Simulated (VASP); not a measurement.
## Nb: single point with LDA

The system is Nb.

```
Nb
1.0
     0.00000    2.12203    2.12203
     2.12203    0.00000    2.12203
     2.12203    2.12203    0.00000
Nb
1
Direct
  0.00000 0.00000 0.00000
```

This cell differs from its parent crystal: volume scaled by 1.01.

```json
{"Program": "VASP 6.6.1", "Task": "single point", "Functional": "LDA", "Potentials or basis": "VASP PAW LDA potentials, release 64 (Nb_sv)", "Cutoff": "520 eV", "k mesh": "13 × 13 × 13", "Occupations": "fermi-dirac, width 0.03 eV", "Spin": "no spin polarisation"}
```

* Pressure: -11.9 GPa

Levels at points of the mesh, in eV from the Fermi level:
```csv
k point,band 4,band 5,band 6,band 7,band 8,band 9
"(0.00, 0.00, 0.00)",-30.05,-6.12,0.12,0.12,0.12,2.63
```

Wall time 6.6 s on 1 thread of Intel(R) Xeon(R) 6975P-C (Granite Rapids), with other jobs on the host, peak memory 0.14 GiB.
